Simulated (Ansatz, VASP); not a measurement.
## Ge in VASP and in Ansatz

```
CELL_PARAMETERS angstrom
-2.57449 2.57449 1.39741
2.57449 -2.57449 1.39741
2.57449 2.57449 -1.39741
ATOMIC_POSITIONS crystal
Ge 0.24827 0.73387 0.47991
Ge 0.49484 0.49878 0.99107
```

Alike in both runs: task single point; functional r2SCAN; k mesh 8 × 8 × 6; no spin polarisation.

```csv
,VASP,Ansatz
version,VASP 6.6.1,Ansatz 0.2.0
potentials or method,"VASP PAW PBE potentials, release 64 (Ge_d), cutoff 520 eV","plane waves, PAW"
occupations,"methfessel-paxton of order 1, width 0.1 eV","cold, width 0.1 eV"
valence electrons in the cell,28,28
```

|  | VASP | Ansatz | Ansatz less VASP |
| --- | --- | --- | --- |
| pressure (GPa) | 0.9 | 0.9 | 0.00 |
| traceless stress, the component that is largest in VASP (GPa) | 2.63 | 2.73 | +0.104 |
| rms of the force components (eV/Å) | 0.117 | 0.117 | +0.0007 |

VASP's potentials were made for PBE, not for r2SCAN. Atom by atom the forces differ by 0.002 eV/Å (rms over components). Ansatz's warnings: stress scf threshold loose.
